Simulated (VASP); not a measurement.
# MgO (P6_3mc) in VASP: relaxation of cell and atoms with r2SCAN+rVV10

Aim: the relaxation of cell and atoms of MgO with r2SCAN+rVV10.

All numbers are computed with VASP 6.6.1; they aren't measurements. Logs are shortened: lines on timing, memory, paths and dates and some standing lists are left out, and cuts for length are marked.

### Step 1. The cell of the first run

The structure is hexagonal, space group P6_3mc (No. 186). Conventional cell: a = 3.255 Å, b = 3.255 Å, c = 10.415 Å, α = 90.00°, β = 90.00°, γ = 120.00°. Within 2.6 Å of Mg (site symmetry 3m) lie 4 O at 1.98 to 1.99 Å. Mg (site symmetry 3m) has 4 O at 1.98 Å within 2.6 Å. O (site symmetry 3m) has 4 Mg at 1.98 to 1.99 Å within 2.6 Å. O (site symmetry 3m) has 4 Mg at 1.98 Å within 2.6 Å.

### Step 2. Relaxation of cell and atoms, r2SCAN+rVV10

Input file POSCAR:

```
MgO
1.0
    3.2550661695      0.0000000000      0.0000000000
   -1.6275330848      2.8189699938      0.0000000000
    0.0000000000      0.0000000000     10.4152758943
Mg O
4 4
Direct
    0.0000000000      0.0000000000     -0.0021923821
    0.3333333333      0.6666666667      0.2491587697
    0.0000000000      0.0000000000      0.4978076179
    0.6666666667      0.3333333333      0.7491587697
    0.0000000000      0.0000000000      0.1892025737
    0.3333333333      0.6666666667      0.4388310387
    0.0000000000      0.0000000000      0.6892025737
    0.6666666667      0.3333333333      0.9388310387
```

Input file INCAR.step1:

```
SYSTEM = MgO
PREC = Accurate
ENCUT = 600
ISMEAR = -1
SIGMA = 0.03
LREAL = .FALSE.
LASPH = .TRUE.
NELM = 100
GGA = PE
ALGO = Normal
EDIFF = 1E-4
LWAVE = .TRUE.
LCHARG = .FALSE.
```

Input file INCAR.step2:

```
SYSTEM = MgO
PREC = Accurate
ENCUT = 600
EDIFF = 1E-7
ISMEAR = -1
SIGMA = 0.03
LREAL = .FALSE.
LASPH = .TRUE.
NELM = 100
ALGO = Normal
ISIF = 3
LWAVE = .FALSE.
LCHARG = .FALSE.
METAGGA = R2SCAN
LMIXTAU = .TRUE.
LUSE_VDW = .TRUE.
IVDW_NL = 2
BPARAM = 11.95
CPARAM = 0.0093
IBRION = 2
NSW = 100
EDIFFG = -0.01
ISTART = 1
```

Input file KPOINTS:

```
Automatic mesh
0
G
  12 12 2
  0 0 0
```

Potentials or basis: VASP PAW PBE potentials, release 64 (Mg, O).

Started as:

```console
$ cat potpaw_PBE.64/Mg/POTCAR potpaw_PBE.64/O/POTCAR > POTCAR
$ cp INCAR.step1 INCAR
$ mpirun -np 1 vasp_std > vasp.out
$ cp INCAR.step2 INCAR
$ mpirun -np 1 vasp_std > vasp.out
```

OUTCAR:

```text
SYSTEM = MgO
   PREC = Accurate
   ENCUT = 600
   EDIFF = 1E-7
   ISMEAR = -1
   LREAL = .FALSE.
   LASPH = .TRUE.
   NELM = 100
   ISIF = 3
   METAGGA = R2SCAN
   IVDW_NL = 2
   BPARAM = 11.95
   IBRION = 2
   NSW = 100
   EDIFFG = -0.01
   ISTART = 1

 ion  position               nearest neighbor table
   1  0.000  0.000  0.998-   8 1.98   8 1.98   8 1.98   5 1.99   4 3.20   4 3.20   4 3.20   2 3.22
                             2 3.22   2 3.22
   2  0.333  0.667  0.249-   6 1.98   5 1.98   5 1.98   5 1.98   3 3.20   3 3.20   3 3.20   1 3.22
                             1 3.22   1 3.22
   3  0.000  0.000  0.498-   6 1.98   6 1.98   6 1.98   7 1.99   2 3.20   2 3.20   2 3.20   4 3.22
                             4 3.22   4 3.22
   4  0.667  0.333  0.749-   8 1.98   7 1.98   7 1.98   7 1.98   1 3.20   1 3.20   1 3.20   3 3.22
                             3 3.22   3 3.22
   5  0.000  0.000  0.189-   2 1.98   2 1.98   2 1.98   1 1.99
   6  0.333  0.667  0.439-   2 1.98   3 1.98   3 1.98   3 1.98
   7  0.000  0.000  0.689-   4 1.98   4 1.98   4 1.98   3 1.99
   8  0.667  0.333  0.939-   4 1.98   1 1.98   1 1.98   1 1.98

  LATTYP: Found a hexagonal cell.
 ALAT       =     3.2550661695
 C/A-ratio  =     3.1997124949

  Lattice vectors:

 A1 = (   3.2550661695,   0.0000000000,   0.0000000000)
 A2 = (  -1.6275330848,   2.8189699938,   0.0000000000)
 A3 = (   0.0000000000,   0.0000000000,  10.4152758943)

Analysis of symmetry for initial positions (statically):
=====================================================================
 Subroutine PRICEL returns:
 Original cell was already a primitive cell.

 Routine SETGRP: Setting up the symmetry group for a
 hexagonal supercell.

 Subroutine GETGRP returns: Found 12 space group operations
 (whereof  6 operations were pure point group operations)
 out of a pool of 24 trial point group operations.

The static configuration has the point symmetry C_3v.
 The point group associated with its full space group is C_6v.

Analysis of symmetry for dynamics (positions and initial velocities):
=====================================================================
 Subroutine PRICEL returns:
 Original cell was already a primitive cell.

 Routine SETGRP: Setting up the symmetry group for a
 hexagonal supercell.

 Subroutine GETGRP returns: Found 12 space group operations
 (whereof  6 operations were pure point group operations)
 out of a pool of 24 trial point group operations.

The dynamic configuration has the point symmetry C_3v.
 The point group associated with its full space group is C_6v.

 Subroutine INISYM returns: Found 12 space group operations
 (whereof  6 operations are pure point group operations),
 and found     1 'primitive' translations

----------------------------------------------------------------------------------------

                                     Primitive cell

  volume of cell :      95.5699

  direct lattice vectors                    reciprocal lattice vectors
     3.255066170  0.000000000  0.000000000     0.307213417  0.177369749  0.000000000
    -1.627533085  2.818969994  0.000000000     0.000000000  0.354739498  0.000000000
     0.000000000  0.000000000 10.415275894     0.000000000  0.000000000  0.096012819

  length of vectors
     3.255066170  3.255066170 10.415275894     0.354739498  0.354739498  0.096012819

  position of ions in fractional coordinates (direct lattice)
     0.000000000  0.000000000  0.997807618
     0.333333333  0.666666667  0.249158770
     0.000000000  0.000000000  0.497807618
     0.666666667  0.333333333  0.749158770
     0.000000000  0.000000000  0.189202574
     0.333333333  0.666666667  0.438831039
     0.000000000  0.000000000  0.689202574
     0.666666667  0.333333333  0.938831039

  ion indices of the primitive-cell ions
   primitive index   ion index
                 1           1
                 2           2
                 3           3
                 4           4
                 5           5
                 6           6
                 7           7
                 8           8

----------------------------------------------------------------------------------------

 KPOINTS: Automatic mesh

Automatic generation of k-mesh.
 Grid dimensions read from file:
 generate k-points for:   12   12    2

 Generating k-lattice:

  Cartesian coordinates                     Fractional coordinates (reciprocal lattice)
     0.025601118  0.014780812  0.000000000     0.083333333  0.000000000  0.000000000
     0.000000000  0.029561625  0.000000000     0.000000000  0.083333333  0.000000000
     0.000000000  0.000000000  0.048006410     0.000000000  0.000000000  0.500000000

  Length of vectors
     0.029561625  0.029561625  0.048006410

  Shift w.r.t. Gamma in fractional coordinates (k-lattice)
     0.000000000  0.000000000  0.000000000

 Subroutine IBZKPT returns following result:
 ===========================================

 Found     38 irreducible k-points:

 Following reciprocal coordinates:
            Coordinates               Weight
  0.000000  0.000000  0.000000      1.000000
  0.083333 -0.000000  0.000000      6.000000
  0.166667  0.000000  0.000000      6.000000
  0.250000  0.000000  0.000000      6.000000
  0.333333  0.000000  0.000000      6.000000
  0.416667  0.000000  0.000000      6.000000
[... 16 lines left out ...]
  0.250000  0.000000  0.500000      6.000000
  0.333333  0.000000  0.500000      6.000000
 [... further k-points ...]
   k-points           NKPTS =     38   k-points in BZ     NKDIM =     38   number of bands    NBANDS=     21
   number of dos      NEDOS =    301   number of ions     NIONS =      8
   total plane-waves  NPLWV =  65856
   dimension x,y,z NGX =    28 NGY =   28 NGZ =   84
   dimension x,y,z NGXF=    56 NGYF=   56 NGZF=  168
   ions per type =               4   4
   NGX,Y,Z   is equivalent  to a cutoff of  14.30, 14.30, 13.41 a.u.
   NGXF,Y,Z  is equivalent  to a cutoff of  28.60, 28.60, 26.82 a.u.
 SYSTEM =  MgO
   PREC   = accura    normal or accurate (medium, high low for compatibility)
   ISTART =      1    job   : 0-new  1-cont  2-samecut
   ICHARG =      0    charge: 1-file 2-atom 10-const
   ISPIN  =      1    spin polarized calculation?
   LNONCOLLINEAR =      F non collinear calculations
   LSORBIT =      F    spin-orbit coupling
   LASPH  =      T    aspherical Exc in radial PAW
   ENCUT  =  600.0 eV  44.10 Ry    6.64 a.u.   6.50  6.50 20.80*2*pi/ulx,y,z
   NELM   =    100;   NELMIN=  2; NELMDL=  0     # of ELM steps
   EDIFF  = 0.1E-06   stopping-criterion for ELM
   LREAL  =      F    real-space projection
   EDIFFG = -.1E-01   stopping-criterion for IOM
   NSW    =    100    number of steps for IOM
   IBRION =      2    ionic relax: 0-MD 1-quasi-New 2-CG
   NFREE  =      1    steps in history (QN), initial steepest desc. (CG)
   ISIF   =      3    stress and relaxation
   ISYM   =      2    0-nonsym 1-usesym 2-fastsym
   POTIM  = 0.5000    time-step for ionic-motion
   TEBEG  =    0.0;   TEEND  =   0.0 temperature during run
   PSTRESS=    0.0 pullay stress
   NELECT =      32.0000    total number of electrons
   NUPDOWN=      -1.0000    fix difference up-down
   EMIN   =  10.00;   EMAX   =-10.00  energy-range for DOS
   EFERMI =   0.00;   METHOD = LEGACY
   ISMEAR =    -1;   SIGMA  =   0.03  broadening in eV -4-tet -1-fermi 0-gaus
   EFERMI_NEDOS =   21; number of points for ismear=-14 and -15
   IALGO  =     38    algorithm
   IMIX   =      4    mixing-type and parameters
     AMIX     =   0.40;   BMIX     =  1.00
     AMIX_MAG =   1.60;   BMIX_MAG =  1.00
  volume/ion in A,a.u.               =      11.95        80.62
  Fermi-wavevector in a.u.,A,eV,Ry     =   1.136801  2.148243 17.583036  1.292317
  Thomas-Fermi vector in A             =   2.273506
   LORBIT       =      0    0 simple, 1 ext, 2 COOP (PROOUT), +10 PAW based schemes
   METAGGA = R2SCAN    functional components
   LHFCALC =     F    Hartree Fock is set to
   AEXX    =    0.0000 exact exchange contribution
   IVDW_NL    =     2    kernel type
   BPARAM     =11.9500
   IVDW    =     0    specifies the selected vdW correction
   LEPSILON=     F    determine dielectric tensor
   LRPA    =     F    only Hartree local field effects (RPA)
 conjugate gradient relaxation of ions
 non-spin polarized calculation
  energy-cutoff  :      600.00
  volume of cell :       95.57
 maximum number of plane-waves:      3257
 NGX is ok and might be reduce to    28
   NGX = 13   NGY = 13   NGZ = 41

--------------------------------------- Ionic step        1  -------------------------------------------

 number of electron      32.0000001 magnetization

 Free energy of the ion-electron system (eV)
  ---------------------------------------------------
  ext. energy  EPLUGINS =         0.00000000
  ---------------------------------------------------
  free energy    TOTEN  =       -62.30236205 eV

  energy without entropy =      -62.30236205  energy(sigma->0) =      -62.30236205

------------------------ aborting loop because EDIFF is reached ----------------------------------------

  FORCE on cell =-STRESS in cart. coord.  units (eV):
  Direction    XX          YY          ZZ          XY          YZ          ZX
  --------------------------------------------------------------------------------------
  -------------------------------------------------------------------------------------
  Total       -1.4008804     -1.4008804     -1.3394745      0.0000000     -0.0000000      0.0000000
  in kB      -23.4850014    -23.4850014    -22.4555639      0.0000000     -0.0000000      0.0000000
  external PRESSURE =     -23.1418556 kB  Pullay stress =       0.0000000 kB
[... 69 lines left out ...]
  energy  without entropy=      -62.3133750003  energy(sigma->0) =      -62.31337500

--------------------------------------- Ionic step        3  -------------------------------------------

 number of electron      32.0000000 magnetization

 Free energy of the ion-electron system (eV)
  ---------------------------------------------------
  ext. energy  EPLUGINS =         0.00000000
  ---------------------------------------------------
  free energy    TOTEN  =       -62.31513739 eV

  energy without entropy =      -62.31513739  energy(sigma->0) =      -62.31513739

 E-fermi :   1.1549     XC(G=0): -10.2777

 val. band max:        0.4970668599   @ k =   0.0000   0.0000   0.0000
 cond. band min:       4.7934304229   @ k =   0.0000   0.0000   0.0000
 fundamental gap:      4.2963635630
 Fermi energy:         1.1549070017

 k-point     1 :       0.0000    0.0000    0.0000
  band No.  band energies     occupation
      1     -16.4748      2.00000
      2     -16.1457      2.00000
      3     -16.1319      2.00000
      4     -15.7761      2.00000
      5      -2.6403      2.00000
      6      -1.4199      2.00000
[... 550 lines left out ...]
      5      -2.0595      2.00000
      6      -2.0595      2.00000
[... 13 lines left out ...]
     20       9.1779      0.00000
     21      12.1448      0.00000

 [... further k-points ...]
[... 5 lines left out ...]
  --------------------------------------------------------------------------------------
  -------------------------------------------------------------------------------------
  Total        0.0082572      0.0082572     -0.0025462     -0.0000000     -0.0000000      0.0000000
  in kB        0.1409894      0.1409894     -0.0434761     -0.0000000     -0.0000000      0.0000000
  external PRESSURE =       0.0795009 kB  Pullay stress =       0.0000000 kB
[... 23 lines left out ...]
  FREE ENERGIE OF THE ION-ELECTRON SYSTEM (eV)
  ---------------------------------------------------
  free  energy   TOTEN  =       -62.3151373853 eV

  energy  without entropy=      -62.3151373852  energy(sigma->0) =      -62.31513739

 reached required accuracy - stopping structural energy minimisation
```

It took 13 min on 1 thread of Intel Xeon 6975P-C (Granite Rapids), shared host; peak memory 0.55 GiB.

Results:

```
Free energy                           : -62.3151 eV
Relaxed volume                        : 11.73 Å³/atom
Relaxed cell                          : a = 3.235 Å, b = 3.235 Å, c = 10.354 Å, α = 90.00°, β = 90.00°, γ = 120.00°
Space group after relaxing (to 0.1 Å) : P6_3mc (No. 186)
Energy gained by relaxing             : 1.6 meV/atom
Ionic steps                           : 3
Pressure after relaxing               : 0.0 GPa
Largest force after relaxing          : 0.005 eV/Å
Band gap on the k mesh                : 4.30 eV
```

Forces in eV/Å, atoms in the order of the input:
```
Mg   0.000  0.000  0.004
Mg   0.000  0.000 -0.002
Mg   0.000  0.000  0.004
Mg   0.000  0.000 -0.002
O    0.000  0.000 -0.005
O    0.000  0.000  0.003
O    0.000  0.000 -0.005
O    0.000  0.000  0.003
```

The path:
```csv
step,energy change (eV),largest force (eV/Å),pressure (GPa),volume (Å³)
1,0.0000,0.0111,-2.31,95.57
2,-0.0110,0.0076,0.90,93.20
3,-0.0128,0.0050,0.01,93.83
```

Final structure:
```
CELL_PARAMETERS angstrom
3.23493 0.00000 0.00000
-1.61747 2.80153 0.00000
0.00000 0.00000 10.35367
ATOMIC_POSITIONS crystal
Mg 0.00000 0.00000 0.99782
Mg 0.33333 0.66667 0.24920
Mg 0.00000 0.00000 0.49782
Mg 0.66667 0.33333 0.74920
O 0.00000 0.00000 0.18917
O 0.33333 0.66667 0.43881
O 0.00000 0.00000 0.68917
O 0.66667 0.33333 0.93881
```

Caveat: the PAW data sets were made with another functional, which shifts forces and pressure a little. A k mesh can miss the band edges.
